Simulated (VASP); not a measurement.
Here is a VASP 6.6.1 calculation.

File INCAR:

```
SYSTEM = AlRu
PREC = Accurate
ENCUT = 600
EDIFF = 1E-6
ISMEAR = 0
SIGMA = 0.1
LREAL = .FALSE.
LASPH = .TRUE.
NELM = 80
ALGO = Normal
ISIF = 3
LWAVE = .FALSE.
LCHARG = .FALSE.
GGA = PS
IBRION = 2
NSW = 70
EDIFFG = -0.008
PSTRESS = 40.0
```

The input KPOINTS:

```
Automatic mesh
0
G
  14 14 14
  0 0 0
```

POSCAR

```
AlRu
1.0
    2.9587851869      0.0000000000      0.0000000000
    0.0000000000      2.9587851869      0.0000000000
    0.0000000000      0.0000000000      2.9587851869
Al Ru
1 1
Direct
    0.0000000000      0.0000000000      0.0000000000
    0.5000000000      0.5000000000      0.5000000000
```

Potentials or basis: VASP PAW PBE potentials, release 64 (Al, Ru_pv).

The run is started by

```sh
$ cat potpaw_PBE.64/Al/POTCAR potpaw_PBE.64/Ru_pv/POTCAR > POTCAR
$ mpirun -np 1 vasp_std > vasp.out
```

Problem. What does it give for the relaxed cell?

Solution. a = 2.959 Å, b = 2.959 Å, c = 2.959 Å, α = 90.00°, β = 90.00°, γ = 90.00°.

Problem. Estimate the space group after relaxing (to 0.1 Å).

Solution. Pm-3m (No. 221).

Problem. Predict the relaxed volume.

Solution. 12.96 Å³/atom.

The path:
```
step  energy change (eV)  largest force (eV/Å)  pressure (GPa)  volume (Å³)
   1              0.0000                0.0000            4.12        25.90
   2             -0.0009                0.0000            3.77        25.94
   3             -0.0003                0.0000            3.96        25.91
```

Caveat: the cell is relaxed towards a set pressure, so the run minimises the enthalpy, not the energy; the PAW data sets were made with another functional, which shifts forces and pressure a little.
